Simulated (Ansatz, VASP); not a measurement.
**Two plane-wave programs on MoS2**

Contents of INCAR:

```
PREC = Accurate
ENCUT = 520
EDIFF = 1E-8
ISMEAR = -1
SIGMA = 0.03
LREAL = False
LASPH = True
NELM = 100
ALGO = Normal
ISIF = 2
LWAVE = False
LCHARG = False
GGA = PE
LEFG = True
NBANDS = 35
```

The input KPOINTS:

```
Automatic mesh
0
Gamma
  10 10 3
```

POSCAR

```
MoS2
1.0
    3.1610016016      0.0000000000      0.0000000000
   -1.5805008008      2.7375076884      0.0000000000
    0.0000000000      0.0000000000     12.5409000000
Mo S
2 4
Direct
    0.3333333333      0.6666666667      0.2500000000
    0.6666666667      0.3333333333      0.7500000000
    0.3333333333      0.6666666667      0.6275000000
    0.6666666667      0.3333333333      0.1275000000
    0.3333333333      0.6666666667      0.8725000000
    0.6666666667      0.3333333333      0.3725000000
```

Input for Ansatz:

```yaml
crystal:
  lattice:
    - [3.1610016016, 0.0, 0.0]
    - [-1.5805008008, 2.7375076884, 0.0]
    - [0.0, 0.0, 12.5409]
  atoms:
    - { symbol: Mo, position: [0.3333333333, 0.6666666667, 0.25] }
    - { symbol: Mo, position: [0.6666666667, 0.3333333333, 0.75] }
    - { symbol: S, position: [0.3333333333, 0.6666666667, 0.6275] }
    - { symbol: S, position: [0.6666666667, 0.3333333333, 0.1275] }
    - { symbol: S, position: [0.3333333333, 0.6666666667, 0.8725] }
    - { symbol: S, position: [0.6666666667, 0.3333333333, 0.3725] }
kpoints:
  mp_grid: { grid: [10, 10, 3] }
scf:
  occupations: { method: fermi_dirac, width: 0.03 }
hamiltonian:
  xc: pbe
  pseudopotentials: { kind: paw }
output:
  forces: true
  stress: true
  eigenvalues: true
  efg: { contact_densities: true }
  write_density: true
  write_potential: true
  elf: true
  volumetric_format: npy
```

Change from the starting cell: zz strain of +2 %, PAW files.

Alike in both runs: task electric field gradients; functional PBE; k mesh 10 × 10 × 3; occupations fermi-dirac, width 0.03 eV; no spin polarisation.

```csv
,VASP,Ansatz
version,VASP 6.6.1,Ansatz 0.2.0
potentials or method,"VASP PAW PBE potentials, release 64 (Mo_sv, S)","PAW with Ansatz's default frozen-core files, scalar-relativistic"
plane-wave cutoff (eV),520,420
valence electrons in the cell,52,52
```

```csv
,VASP,Ansatz,Ansatz less VASP
pressure (GPa),5.2,5.4,+0.14
"traceless stress, the component that is largest in VASP (GPa)",1.84,1.88,+0.042
rms of the force components (eV/Å),0.274,0.281,+0.0072
size of Vzz on the site where it differs most (V/Å²),85.5,82.4,-3.11
```

Atom by atom the forces differ by 0.007 eV/Å (rms over components).
